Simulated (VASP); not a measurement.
Au:

```xyz
1
Lattice="-1.6898 1.6898 1.6898 1.6898 -1.6898 1.6898 1.6898 1.6898 -1.6898" Properties=species:S:1:pos:R:3 pbc="T T T"
Au    0.0000    0.0000    0.0000
```

Base run:

```yaml
Program: VASP 6.6.1
Functional: PBEsol
Potentials_or_basis: VASP PAW PBE potentials, release 64 (Au)
Cutoff: 520 eV
k_mesh: 11 × 11 × 11
Occupations: fermi-dirac, width 0.05 eV
Spin: no spin polarisation
```

Its results: pressure -14.6 GPa.

Task: The run is repeated on the same cell with these changes: functional from PBEsol to PBE. What comes out?

Result: Pressure -7.4 GPa.

PBE binds less tightly than PBEsol, so the same cell stands under more pressure.

Caveats: the PAW data sets were made with another functional, which shifts forces and pressure a little (some runs).
